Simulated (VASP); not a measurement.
A run of VASP 6.6.1 is set up as follows.

The input INCAR:

```
SYSTEM = Li4Nb4O11
PREC = Accurate
ENCUT = 520
EDIFF = 1E-6
ISMEAR = 0
SIGMA = 0.05
LREAL = Auto
LASPH = .TRUE.
NELM = 100
ALGO = Normal
ISIF = 2
LWAVE = .FALSE.
LCHARG = .TRUE.
GGA = PE
LELF = .TRUE.
LVHAR = .TRUE.
NELECT = 128.0
NBANDS = 80
```

The input KPOINTS:

```
Automatic mesh
0
G
  4 4 4
  0 0 0
```

File POSCAR:

```
Li4Nb4O11
1.0
    5.2231019317      0.0000000000      0.0000000000
    0.0000000000      3.0155593063     -4.5984613597
    0.0000000000      6.0311186126      4.5984613597
Li Nb O
4 4 11
Direct
    0.0000000000      0.5000000000      0.2500000000
    0.5000000000      0.0000000000      0.7500000000
    0.0000000000      0.5000000000      0.7500000000
    0.5000000000      0.0000000000      0.2500000000
    0.5000000000      0.5000000000      0.5000000000
    0.0000000000      0.0000000000      0.0000000000
    0.0000000000      0.0000000000      0.5000000000
    0.5000000000      0.5000000000      0.0000000000
    0.8803293659      0.0000000000      0.2500000000
    0.3803293659      0.5000000000      0.7500000000
    0.8098353170      0.6901646830      0.9401646830
    0.8098353170      0.3098353170      0.5598353170
    0.3098353170      0.8098353170      0.0598353170
    0.1196706341      0.0000000000      0.7500000000
    0.6196706341      0.5000000000      0.2500000000
    0.6901646830      0.8098353170      0.5598353170
    0.1901646830      0.3098353170      0.0598353170
    0.3125890658      1.0581101443      0.4401646830
    0.6901646830      0.1901646830      0.9401646830
```

Potentials or basis: VASP PAW PBE potentials, release 64 (Li_sv, Nb_sv, O).

Launch:

```sh
$ cat potpaw_PBE.64/Li_sv/POTCAR potpaw_PBE.64/Nb_sv/POTCAR potpaw_PBE.64/O/POTCAR > POTCAR
$ mpirun -np 1 vasp_std > vasp.out
```

Task: What does it give for the largest force?

Result: 6.008 eV/Å.

Forces on the atoms (eV/Å):
```
Li  -0.639 -1.286 -0.558
Li  -0.069  0.380  0.242
Li  -0.291  0.712  0.570
Li   0.705 -1.238 -0.641
Nb   5.702  1.637  0.954
Nb  -0.171 -0.284 -0.044
Nb  -4.500  2.602 -1.260
Nb   0.249 -0.127 -0.176
O    0.100  0.815  1.265
O   -0.377 -2.767 -1.970
O   -0.302 -0.008  0.198
O   -0.905  0.025 -1.175
O    0.026 -0.157  0.409
O   -0.336 -1.055 -0.173
O   -1.197  2.099  1.731
O   -1.501 -2.468  2.659
O    0.134  0.443  0.016
O    3.457  0.428 -1.740
O   -0.086  0.247 -0.309
```

Caveat: the cell carries a net charge on a neutralising background, which shifts energy and pressure; the cell differs from its parent crystal (atom 18 moved 0.750 of the way to it and +0.175 Å across, host rigid).
